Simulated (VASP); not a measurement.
# BaTiO3 (P4mm) in VASP: single point with r2SCAN

Aim: the single point of BaTiO3 with r2SCAN.

Program: VASP 6.6.1. These are calculated values, not measurements. Logs are shortened: lines on timing, memory, paths and dates and some standing lists are left out, and cuts for length are marked.

### 1 The cell of the first run

The structure is tetragonal, space group P4mm (No. 99). The conventional cell has a = 3.960 Å, b = 3.960 Å, c = 3.984 Å, α = 90.00°, β = 90.00°, γ = 90.00°. Within 3.7 Å of Ba (site symmetry 4mm) lie 12 O at 2.77 to 2.85 Å and 8 Ti at 3.43 to 3.44 Å. Ti (site symmetry 4mm) has 6 O at 1.92 to 2.06 Å within 2.5 Å. O (site symmetry 4mm) has 2 Ti at 1.92 to 2.06 Å within 2.5 Å. Within 2.6 Å of O (site symmetry 2mm) lie 2 Ti at 1.98 Å.

### 2 Single point, r2SCAN, collinear spin, zero start

Input file POSCAR:

```
BaTiO3
1.0
    3.9603758900      3.9603758900      0.0000000000
    0.0000000000      3.9603758900      3.9835510400
    3.9603758900      0.0000000000      3.9835510400
Ba Ti O
2 2 6
Direct
    0.0000000000      0.0000000000      0.0000000000
    0.5000000000      0.5000000000      0.5000000000
    0.2489500000      0.2510500000      0.2510500000
    0.7489500000      0.7510500000      0.7510500000
    0.0076500000      0.4923500000      0.4923500000
    0.5076500000      0.9923500000      0.9923500000
    0.4935000000      0.5065000000      0.0065000000
    0.9935000000      0.0065000000      0.5065000000
    0.4935000000      0.0065000000      0.5065000000
    0.9935000000      0.5065000000      0.0065000000
```

Input file INCAR.step1:

```
  PREC = Accurate
  ENCUT = 520
  ISMEAR = -1
  SIGMA = 0.1
  LREAL = F
  LASPH = T
  NELM = 150
  ISPIN = 2
  MAGMOM = 0 0 0 0 0 0 0 0 0 0
  LMAXMIX = 4
  NBANDS = 55
  GGA = PE
  ALGO = Normal
  EDIFF = 1E-4
  LWAVE = T
  LCHARG = F
```

Input file INCAR.step2:

```
  PREC = Accurate
  ENCUT = 520
  EDIFF = 1E-6
  ISMEAR = -1
  SIGMA = 0.1
  LREAL = F
  LASPH = T
  NELM = 150
  ALGO = Normal
  ISIF = 2
  LWAVE = F
  LCHARG = T
  ISPIN = 2
  MAGMOM = 0 0 0 0 0 0 0 0 0 0
  LORBIT = 11
  LMAXMIX = 4
  METAGGA = R2SCAN
  LMIXTAU = T
  LELF = T
  LVHAR = T
  NBANDS = 55
  ISTART = 1
```

Input file KPOINTS:

```
regular mesh
0
Gamma
  5 5 5
```

Potentials or basis: VASP PAW PBE potentials, release 64 (Ba_sv, Ti_sv, O).

Launch:

```
$ cat potpaw_PBE.64/Ba_sv/POTCAR potpaw_PBE.64/Ti_sv/POTCAR potpaw_PBE.64/O/POTCAR > POTCAR
$ cp INCAR.step1 INCAR
$ mpirun -np 1 vasp_std > vasp.out
$ cp INCAR.step2 INCAR
$ mpirun -np 1 vasp_std > vasp.out
```

OUTCAR:

```text
PREC = Accurate
   ENCUT = 520
   EDIFF = 1E-6
   ISMEAR = -1
   LREAL = F
   LASPH = T
   NELM = 150
   ISIF = 2
   ISPIN = 2
   LORBIT = 11
   METAGGA = R2SCAN
   ISTART = 1

 ion  position               nearest neighbor table
   1  0.000  0.000  0.000-   7 2.77   8 2.77   9 2.77  10 2.77   6 2.80   6 2.80   5 2.80   5 2.80
                             8 2.85  10 2.85   7 2.85   9 2.85   3 3.43   4 3.43   3 3.43   4 3.43
   2  0.500  0.500  0.500-   7 2.77   8 2.77   9 2.77  10 2.77   5 2.80   5 2.80   6 2.80   6 2.80
                             7 2.85   9 2.85   8 2.85  10 2.85   4 3.43   3 3.43   4 3.43   3 3.43
   3  0.249  0.251  0.251-   5 1.92   7 1.98   8 1.98   9 1.98  10 1.98   6 2.06   1 3.43   1 3.43
                             2 3.43   2 3.43   1 3.44   1 3.44   2 3.44   2 3.44
   4  0.749  0.751  0.751-   6 1.92   7 1.98   8 1.98   9 1.98  10 1.98   5 2.06   2 3.43   2 3.43
                             1 3.43   1 3.43   2 3.44   2 3.44   1 3.44   1 3.44
   5  0.008  0.492  0.492-   3 1.92   4 2.06   2 2.80   1 2.80   1 2.80   2 2.80
   6  0.508  0.992  0.992-   4 1.92   3 2.06   1 2.80   2 2.80   2 2.80   1 2.80
   7  0.493  0.507  0.007-   3 1.98   4 1.98   1 2.77   2 2.77   1 2.85   2 2.85
   8  0.993  0.007  0.507-   3 1.98   4 1.98   1 2.77   2 2.77   2 2.85   1 2.85
   9  0.493  0.007  0.507-   3 1.98   4 1.98   1 2.77   2 2.77   1 2.85   2 2.85
  10  0.993  0.507  0.007-   3 1.98   4 1.98   1 2.77   2 2.77   2 2.85   1 2.85

  LATTYP: Found a body centered tetragonal cell.
 ALAT       =     5.6008172957
 C/A-ratio  =     1.4224891939

  Lattice vectors:

 A1 = (   0.0000000000,   3.9603758900,   3.9835510400)
 A2 = (   0.0000000000,  -3.9603758900,   3.9835510400)
 A3 = (   3.9603758900,   0.0000000000,  -3.9835510400)

Analysis of symmetry for initial positions (statically):
=====================================================================
 Subroutine PRICEL returns following result:

  LATTYP: Found a simple tetragonal cell.
 ALAT       =     3.9603758900
 C/A-ratio  =     1.0058517551
[... 12 lines left out ...]
 Subroutine GETGRP returns: Found  8 space group operations
 (whereof  8 operations were pure point group operations)
 out of a pool of 16 trial point group operations.

The static configuration has the point symmetry C_4v.

Analysis of symmetry for dynamics (positions and initial velocities):
=====================================================================
 Subroutine PRICEL returns following result:

  LATTYP: Found a simple tetragonal cell.
 ALAT       =     3.9603758900
 C/A-ratio  =     1.0058517551
[... 12 lines left out ...]
 Subroutine GETGRP returns: Found  8 space group operations
 (whereof  8 operations were pure point group operations)
 out of a pool of 16 trial point group operations.

The dynamic configuration has the point symmetry C_4v.

Analysis of structural, dynamic, and magnetic symmetry:
=====================================================================
 Subroutine PRICEL returns following result:

  LATTYP: Found a simple tetragonal cell.
 ALAT       =     3.9603758900
 C/A-ratio  =     1.0058517551
[... 12 lines left out ...]
 Subroutine GETGRP returns: Found  8 space group operations
 (whereof  8 operations were pure point group operations)
 out of a pool of 16 trial point group operations.

The overall configuration has the point symmetry C_4v.

 Subroutine INISYM returns: Found  8 space group operations
 (whereof  8 operations are pure point group operations),
 and found     2 'primitive' translations

----------------------------------------------------------------------------------------

                                     Primitive cell

  volume of cell :      62.4803

  direct lattice vectors                    reciprocal lattice vectors
     0.000000000  3.960375890  0.000000000     0.000000000  0.252501285  0.000000000
    -3.960375890  0.000000000  0.000000000    -0.252501285  0.000000000  0.000000000
     0.000000000  0.000000000  3.983551040     0.000000000  0.000000000  0.251032305

  length of vectors
     3.960375890  3.960375890  3.983551040     0.252501285  0.252501285  0.251032305

  position of ions in fractional coordinates (direct lattice)
     0.000000000  0.000000000  0.000000000
     0.500000000  0.500000000  0.502100000
     0.500000000  0.500000000  0.984700000
[... 68 lines left out ...]
   ICHARG =      0    charge: 1-file 2-atom 10-const
   ISPIN  =      2    spin polarized calculation?
   LNONCOLLINEAR =      F non collinear calculations
   LSORBIT =      F    spin-orbit coupling
   LASPH  =      T    aspherical Exc in radial PAW
   ENCUT  =  520.0 eV  38.22 Ry    6.18 a.u.  10.41 10.44 10.44*2*pi/ulx,y,z
   NELM   =    150;   NELMIN=  2; NELMDL=  0     # of ELM steps
   EDIFF  = 0.1E-05   stopping-criterion for ELM
   LREAL  =      F    real-space projection
   EDIFFG = 0.1E-04   stopping-criterion for IOM
   NSW    =      0    number of steps for IOM
   IBRION =     -1    ionic relax: 0-MD 1-quasi-New 2-CG
   NFREE  =      0    steps in history (QN), initial steepest desc. (CG)
   ISIF   =      2    stress and relaxation
   ISYM   =      2    0-nonsym 1-usesym 2-fastsym
   POTIM  = 0.5000    time-step for ionic-motion
   TEBEG  =    0.0;   TEEND  =   0.0 temperature during run
   PSTRESS=    0.0 pullay stress
   NELECT =      80.0000    total number of electrons
   NUPDOWN=      -1.0000    fix difference up-down
   EMIN   =  10.00;   EMAX   =-10.00  energy-range for DOS
   EFERMI =   0.00;   METHOD = LEGACY
   ISMEAR =    -1;   SIGMA  =   0.10  broadening in eV -4-tet -1-fermi 0-gaus
   EFERMI_NEDOS =   21; number of points for ismear=-14 and -15
   IALGO  =     38    algorithm
   IMIX   =      4    mixing-type and parameters
     AMIX     =   0.40;   BMIX     =  1.00
     AMIX_MAG =   1.60;   BMIX_MAG =  1.00
  volume/ion in A,a.u.               =      12.50        84.33
  Fermi-wavevector in a.u.,A,eV,Ry     =   1.410957  2.666322 27.086472  1.990799
  Thomas-Fermi vector in A             =   2.532858
   LORBIT       =     11    0 simple, 1 ext, 2 COOP (PROOUT), +10 PAW based schemes
   METAGGA = R2SCAN    functional components
   LHFCALC =     F    Hartree Fock is set to
   AEXX    =    0.0000 exact exchange contribution
   IVDW    =     0    specifies the selected vdW correction
   LEPSILON=     F    determine dielectric tensor
   LRPA    =     F    only Hartree local field effects (RPA)
 spin polarized calculation
  energy-cutoff  :      520.00
  volume of cell :      124.96
 maximum number of plane-waves:      3383
 NGX is ok and might be reduce to    42
   NGX = 21   NGY = 21   NGZ = 21

 number of electron      79.9999984 magnetization      -0.0000000

 number of electron      79.9999984 magnetization       0.0000000

 Free energy of the ion-electron system (eV)
  ---------------------------------------------------
  ext. energy  EPLUGINS =         0.00000000
  ---------------------------------------------------
  free energy    TOTEN  =      -148.27710282 eV

  energy without entropy =     -148.27709377  energy(sigma->0) =     -148.27709829

 E-fermi :   4.8993     XC(G=0): -12.0652

 val. band max:        3.7538367808   @ k =   0.0000   0.0000   0.0000
 cond. band min:       5.9552987192   @ k =   0.0000   0.0000   0.0000
 fundamental gap:      2.2014619383
 Fermi energy:         4.8992559312

 spin component 1

 k-point     1 :       0.0000    0.0000    0.0000
  band No.  band energies     occupation
      1     -55.0030      1.00000
      2     -54.9990      1.00000
      3     -30.2452      1.00000
      4     -30.2375      1.00000
      5     -30.2374      1.00000
      6     -30.1892      1.00000
[... 979 lines left out ...]
     51      11.8178      0.00000
     52      12.3648      0.00000
 Fermi energy:         4.8992559312

 spin component 2

 k-point     1 :       0.0000    0.0000    0.0000
  band No.  band energies     occupation
      1     -55.0030      1.00000
      2     -54.9990      1.00000
      3     -30.2452      1.00000
      4     -30.2375      1.00000
      5     -30.2374      1.00000
      6     -30.1892      1.00000
[... 979 lines left out ...]
     51      11.8178      0.00000
     52      12.3648      0.00000
 [bands above 52 left out]

------------------------ aborting loop because EDIFF is reached ----------------------------------------

  FORCE on cell =-STRESS in cart. coord.  units (eV):
  Direction    XX          YY          ZZ          XY          YZ          ZX
  --------------------------------------------------------------------------------------
  -------------------------------------------------------------------------------------
  Total        5.0952299      5.0952299      4.4374105      0.0000000      0.0000000      0.0000000
  in kB       65.3282713     65.3282713     56.8940690      0.0000000      0.0000000      0.0000000
  external PRESSURE =      62.5168705 kB  Pullay stress =       0.0000000 kB

 VOLUME and BASIS-vectors are now :
 -----------------------------------------------------------------------------
  energy-cutoff  :      520.00
  volume of cell :      124.96
      direct lattice vectors                 reciprocal lattice vectors
     3.960375890  3.960375890  0.000000000     0.126250642  0.126250642 -0.125516153
     0.000000000  3.960375890  3.983551040    -0.126250642  0.126250642  0.125516153
     3.960375890  0.000000000  3.983551040     0.126250642 -0.126250642  0.125516153

 POSITION                                       TOTAL-FORCE (eV/Angst)
 -----------------------------------------------------------------------------------
      0.00000      0.00000      0.00000         0.000000      0.000000      0.093890
      3.96038      3.96038      3.98355         0.000000      0.000000      0.093890
      1.98019      1.98019      2.00014         0.000000      0.000000      0.303013
      5.94056      5.94056      5.98369         0.000000      0.000000      0.303013
      1.98019      1.98019      3.92260         0.000000      0.000000      0.896105
      5.94056      5.94056      7.90615         0.000000      0.000000      0.896105
      1.98019      3.96038      2.04356         0.000000      0.000000     -0.646504
      5.94056      3.96038      2.04356         0.000000      0.000000     -0.646504
      3.96038      1.98019      2.04356         0.000000      0.000000     -0.646504
      3.96038      5.94056      2.04356         0.000000      0.000000     -0.646504
 -----------------------------------------------------------------------------------
    total drift:                               -0.000001     -0.000001     -0.013495

  FREE ENERGIE OF THE ION-ELECTRON SYSTEM (eV)
  ---------------------------------------------------
  free  energy   TOTEN  =      -148.2771028212 eV

  energy  without entropy=     -148.2770937658  energy(sigma->0) =     -148.27709829

 total charge

# of ion       s       p       d       tot
------------------------------------------
    1        2.020   5.675   0.324   8.020
    2        2.020   5.675   0.324   8.020
    3        2.214   6.287   1.665  10.166
    4        2.214   6.287   1.665  10.166
    5        1.569   3.513   0.000   5.082
    6        1.569   3.513   0.000   5.082
    7        1.569   3.514   0.000   5.083
    8        1.569   3.514   0.000   5.083
    9        1.569   3.514   0.000   5.083
   10        1.569   3.514   0.000   5.083
--------------------------------------------------
tot         17.886  45.005   3.978  66.869

 magnetization (x)

# of ion       s       p       d       tot
------------------------------------------
    1        0.000   0.000  -0.000  -0.000
    2        0.000   0.000  -0.000  -0.000
    3        0.000   0.000  -0.000  -0.000
    4        0.000   0.000  -0.000  -0.000
    5       -0.000  -0.000   0.000  -0.000
    6       -0.000  -0.000   0.000  -0.000
    7        0.000   0.000   0.000   0.000
    8        0.000   0.000   0.000   0.000
    9        0.000   0.000   0.000   0.000
   10        0.000   0.000   0.000   0.000
--------------------------------------------------
tot          0.000   0.000  -0.000   0.000
```

It took 18 min on 1 thread of Intel Xeon Platinum 8259CL at 2.50GHz (Skylake/Cascade Lake), shared host; peak memory 0.46 GiB.

Results:

```yaml
Free_energy: -148.2771 eV
Pressure: 6.3 GPa
Largest_force: 0.896 eV/Å
Band_gap_on_the_k_mesh: 2.20 eV
Net_moment: 0.00 μB per cell
Valence_electrons_inside_the_program's_atomic_spheres: Ba 8.02; Ti 10.17; O 5.08
```

Forces in eV/Å, atoms in the order of the input:
```
Ba   0.000  0.000  0.094
Ba   0.000  0.000  0.094
Ti   0.000  0.000  0.303
Ti   0.000  0.000  0.303
O    0.000  0.000  0.896
O    0.000  0.000  0.896
O    0.000  0.000 -0.647
O    0.000  0.000 -0.647
O    0.000  0.000 -0.647
O    0.000  0.000 -0.647
```

Caveat: the cell stands under pressure; the PAW data sets were made with another functional, which shifts forces and pressure a little; spin-orbit coupling is left out, which moves the levels of the heavy elements; an odd mesh through Γ misses points on the zone boundary, where band edges can lie. r2SCAN opens gaps a little over a GGA but as a rule still falls short of measured ones.
